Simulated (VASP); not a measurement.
VIr3, 4 atoms in the cell. Symmetry: Pm-3m, No. 221, cubic system. Conventional cell: a = 3.884 Å, b = 3.884 Å, c = 3.884 Å, α = 90.00°, β = 90.00°, γ = 90.00°. Within 3.6 Å of V (site symmetry m-3m) lie 12 Ir at 2.75 Å. Within 3.6 Å of Ir (site symmetry 4/mmm) lie 4 V at 2.75 Å and 8 Ir at 2.75 Å. 

```yaml
Program: VASP 6.6.1
Task: single point
Functional: r2SCAN
Potentials_or_basis: VASP PAW PBE potentials, release 64 (V_sv, Ir_sv_GW)
Cutoff: 620 eV
k_mesh: 12 × 12 × 12
Occupations: gaussian, width 0.1 eV
Spin: no spin polarisation
Dipole_correction: no
Further_INCAR_settings: ALGO = Normal; EDIFF = 1e-06; NBANDS = 40
```

Potentials or basis: VASP PAW PBE potentials, release 64 (V_sv, Ir_sv_GW).

Launch:

```console
$ cat potpaw_PBE.64/V_sv/POTCAR potpaw_PBE.64/Ir_sv_GW/POTCAR > POTCAR
$ cp INCAR.step1 INCAR
$ mpirun -np 1 vasp_std > vasp.out
$ cp INCAR.step2 INCAR
$ mpirun -np 1 vasp_std > vasp.out
```

Hardware: 1 thread of Intel(R) Xeon(R) Platinum 8488C (Sapphire Rapids), on a shared host.

Q: How long does it take, and how much memory?

A: It took 6.8 min on 1 thread of Intel(R) Xeon(R) Platinum 8488C (Sapphire Rapids), on a shared host, peak memory 0.36 GiB. Counts: k points 84.
